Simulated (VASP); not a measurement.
# Sn (I4_1/amd) in VASP: a series of runs, part 2 of 2

VASP 6.6.1. The steps go on from the part before.

## Step 5: Single point, PBE (strain +0.0200 x Voigt [0, 1, 0, 0, 0, 0])

INCAR

```
SYSTEM = Sn
PREC = Accurate
ENCUT = 520
EDIFF = 1E-7
ISMEAR = 0
SIGMA = 0.15
LREAL = .False.
LASPH = .True.
NELM = 100
ALGO = Fast
ISIF = 2
LWAVE = .False.
LCHARG = .False.
GGA = PE
NBANDS = 21
```

KPOINTS

```
regular mesh
0
Gamma
  12 12 12
  0 0 0
```

POSCAR

```
Sn
1.0
    0.0000000000      3.3105120000      3.2456000000
    3.2456000000      0.0000000000      3.2456000000
    3.2456000000      3.3105120000      0.0000000000
Sn
2
Direct
    0.5000000000      0.5000000000      0.5000000000
    0.7500000000      0.7500000000      0.7500000000
```

Potentials or basis: VASP PAW PBE potentials, release 64 (Sn_d).

Command:

```sh
$ cat potpaw_PBE.64/Sn_d/POTCAR > POTCAR
$ mpirun -np 1 vasp_std > vasp.out
```

OUTCAR:

```text
SYSTEM = Sn
   PREC = Accurate
   ENCUT = 520
   EDIFF = 1E-7
   ISMEAR = 0
   LREAL = .False.
   LASPH = .True.
   NELM = 100
   ISIF = 2
   GGA = PE

 ion  position               nearest neighbor table
   1  0.500  0.500  0.500-   2 2.83   2 2.83   2 2.83   2 2.83
   2  0.750  0.750  0.750-   1 2.83   1 2.83   1 2.83   1 2.83

  LATTYP: Found a body centered tetragonal cell.
 ALAT       =     4.5899715380
 C/A-ratio  =     1.4424978336

  Lattice vectors:

 A1 = (   0.0000000000,  -3.3105120000,   3.2456000000)
 A2 = (   0.0000000000,  -3.3105120000,  -3.2456000000)
 A3 = (   3.2456000000,   3.3105120000,   0.0000000000)

Analysis of symmetry for initial positions (statically):
=====================================================================
 Subroutine PRICEL returns:
 Original cell was already a primitive cell.

 Routine SETGRP: Setting up the symmetry group for a
 body centered tetragonal supercell.

 Subroutine GETGRP returns: Found 16 space group operations
 (whereof  8 operations were pure point group operations)
 out of a pool of 16 trial point group operations.

The static configuration has the point symmetry D_2d.
 The point group associated with its full space group is D_4h.

Analysis of symmetry for dynamics (positions and initial velocities):
=====================================================================
 Subroutine PRICEL returns:
 Original cell was already a primitive cell.

 Routine SETGRP: Setting up the symmetry group for a
 body centered tetragonal supercell.

 Subroutine GETGRP returns: Found 16 space group operations
 (whereof  8 operations were pure point group operations)
 out of a pool of 16 trial point group operations.

The dynamic configuration has the point symmetry D_2d.
 The point group associated with its full space group is D_4h.

 Subroutine INISYM returns: Found 16 space group operations
 (whereof  8 operations are pure point group operations),
 and found     1 'primitive' translations

[... 110 lines left out ...]
   EFERMI_NEDOS =   21; number of points for ismear=-14 and -15
   IALGO  =     68    algorithm
   IMIX   =      4    mixing-type and parameters
     AMIX     =   0.40;   BMIX     =  1.00
     AMIX_MAG =   1.60;   BMIX_MAG =  1.00
  volume/ion in A,a.u.               =      34.87       235.33
  Fermi-wavevector in a.u.,A,eV,Ry     =   1.207691  2.282205 19.844332  1.458517
  Thomas-Fermi vector in A             =   2.343321
   LORBIT       =      0    0 simple, 1 ext, 2 COOP (PROOUT), +10 PAW based schemes
   GGA     = PE    functional components
   LHFCALC =     F    Hartree Fock is set to
   AEXX    =    0.0000 exact exchange contribution
   IVDW    =     0    specifies the selected vdW correction
   LEPSILON=     F    determine dielectric tensor
   LRPA    =     F    only Hartree local field effects (RPA)
 non-spin polarized calculation
 RMM-DIIS sequential band-by-band and
 Gauss-broadening in eV      SIGMA  =   0.15
  energy-cutoff  :      520.00
  volume of cell :       69.75
 maximum number of plane-waves:      1907
   NGX = 17   NGY = 17   NGZ = 17

 number of electron      27.9999990 magnetization

 Free energy of the ion-electron system (eV)
  ---------------------------------------------------
  ext. energy  EPLUGINS =         0.00000000
  ---------------------------------------------------
  free energy    TOTEN  =        -7.66598461 eV

  energy without entropy =       -7.66398943  energy(sigma->0) =       -7.66498702

 E-fermi :   5.4402     XC(G=0):  -8.7869

 val. band max:        5.4230795870   @ k =   0.0000   0.0000   0.0000
 cond. band min:       5.5452634247   @ k =   0.3333   0.0000  -0.0000
 fundamental gap:      0.1221838377
 Fermi energy:         5.4402390006

 k-point     1 :       0.0000    0.0000    0.0000
  band No.  band energies     occupation
      1     -16.2215      2.00000
      2     -16.2215      2.00000
      3     -16.2146      2.00000
      4     -16.1634      2.00000
      5     -16.1613      2.00000
      6     -15.8777      2.00000
[... 565 lines left out ...]
     20      13.2461      0.00000
     21      13.4712      0.00000

 [... further k-points ...]

------------------------ aborting loop because EDIFF is reached ----------------------------------------

  FORCE on cell =-STRESS in cart. coord.  units (eV):
  Direction    XX          YY          ZZ          XY          YZ          ZX
  --------------------------------------------------------------------------------------
  -------------------------------------------------------------------------------------
  Total        1.0383775      0.7838567      1.0383775      0.0000000     -0.0000000      0.0000000
  in kB       23.8534233     18.0066156     23.8534233      0.0000000     -0.0000000      0.0000000
  external PRESSURE =      21.9044874 kB  Pullay stress =       0.0000000 kB

 VOLUME and BASIS-vectors are now :
 -----------------------------------------------------------------------------
  energy-cutoff  :      520.00
  volume of cell :       69.75
      direct lattice vectors                 reciprocal lattice vectors
     0.000000000  3.310512000  3.245600000    -0.154054720  0.151034039  0.154054720
     3.245600000  0.000000000  3.245600000     0.154054720 -0.151034039  0.154054720
     3.245600000  3.310512000  0.000000000     0.154054720  0.151034039 -0.154054720

 POSITION                                       TOTAL-FORCE (eV/Angst)
 -----------------------------------------------------------------------------------
      3.24560      3.31051      3.24560         0.000000      0.000000      0.000000
      4.86840      4.96577      4.86840        -0.000000      0.000000     -0.000000
 -----------------------------------------------------------------------------------
    total drift:                                0.000000      0.000000      0.000000

  FREE ENERGIE OF THE ION-ELECTRON SYSTEM (eV)
  ---------------------------------------------------
  free  energy   TOTEN  =        -7.6659846084 eV

  energy  without entropy=       -7.6639894345  energy(sigma->0) =       -7.66498702
```

stdout:

```text
POSCAR found type information on POSCAR Sn
 POSCAR found :  1 types and       2 ions
 scaLAPACK will be used
 LDA part: xc-table for (Slater+PW92), standard interpolation
 POSCAR, INCAR and KPOINTS ok, starting setup
 FFT: planning ... GRIDC
 FFT: planning ... GRID_SOFT
 FFT: planning ... GRID
 WAVECAR not read
 entering main loop
WARNING in EDDRMM: call to ZHEGV failed, returncode =   8  4     21
WARNING in EDDRMM: call to ZHEGV failed, returncode =   8  4     21
 num prob RMM:  14    -0.766598460843E+01    0.24550E-07   -0.37637E-07  6284   0.503E-03
```

Run time: 2.5 min. Hardware: 1 thread of AMD EPYC 9R45 (Zen 5), shared host; peak memory 0.3 GiB.

What came out:

- Free energy: -7.6660 eV
- Pressure: 2.2 GPa
- Band gap on the k mesh: zero (bands 14 and 15 overlap by 0.18 eV)

Levels at points of the mesh, in eV from the Fermi level:
| k point | band 11 | band 12 | band 13 | band 14 | band 15 | band 16 | band 17 | band 18 |
| --- | --- | --- | --- | --- | --- | --- | --- | --- |
| (0.00, 0.00, 0.00) | -10.48 | -0.80 | -0.02 | 0.12 | 0.12 | 2.12 | 2.12 | 2.20 |
| (0.50, 0.00, 0.00) | -8.90 | -6.23 | -1.17 | -1.03 | -0.07 | 3.17 | 3.25 | 5.65 |
| (0.50, 0.50, 0.00) | -7.43 | -7.43 | -2.44 | -2.44 | 0.79 | 0.79 | 7.57 | 7.57 |
| (0.50, 0.00, 0.50) | -7.50 | -7.50 | -2.34 | -2.34 | 0.91 | 0.91 | 7.56 | 7.56 |

Caveat: the cell differs from its parent crystal (strain +0.0200 x Voigt [0, 1, 0, 0, 0, 0]); spin-orbit coupling is left out, which moves the levels of the heavy elements.

## Step 6: Overview

| cell | further INCAR settings | gap on the mesh (eV) | pressure (GPa) |
| --- | --- | --- | --- |
| a = 4.601, b = 4.590 Å, angles 60.1, 59.8, 60.1°, 2 atoms | ALGO = Fast; EDIFF = 1e-06; NBANDS = 21 | none | 2.9 |
| a = 4.613, b = 4.590 Å, angles 60.2, 59.7, 60.2°, 2 atoms | ALGO = Fast; EDIFF = 1e-07; NBANDS = 21 | none | 2.7 |
| a = 4.625, b = 4.590 Å, angles 60.2, 59.5, 60.2°, 2 atoms | ALGO = Fast; EDIFF = 1e-06; NBANDS = 21 | none | 2.4 |
| a = 4.636, b = 4.590 Å, angles 60.3, 59.3, 60.3°, 2 atoms | ALGO = Fast; EDIFF = 1e-07; NBANDS = 21 | none | 2.2 |

Alike in all rows: task single point; level PBE; potentials or basis VASP PAW PBE potentials, release 64 (Sn_d); no spin polarisation; k mesh 12 × 12 × 12; cutoff (eV) 520; smearing gaussian 0.15 eV.

Caveats: spin-orbit coupling is left out, which moves the levels of the heavy elements.

Absolute energies hang on the potentials; compare differences alone.

The gap in the log of VASP goes by the Fermi energy; the results here count the filled bands.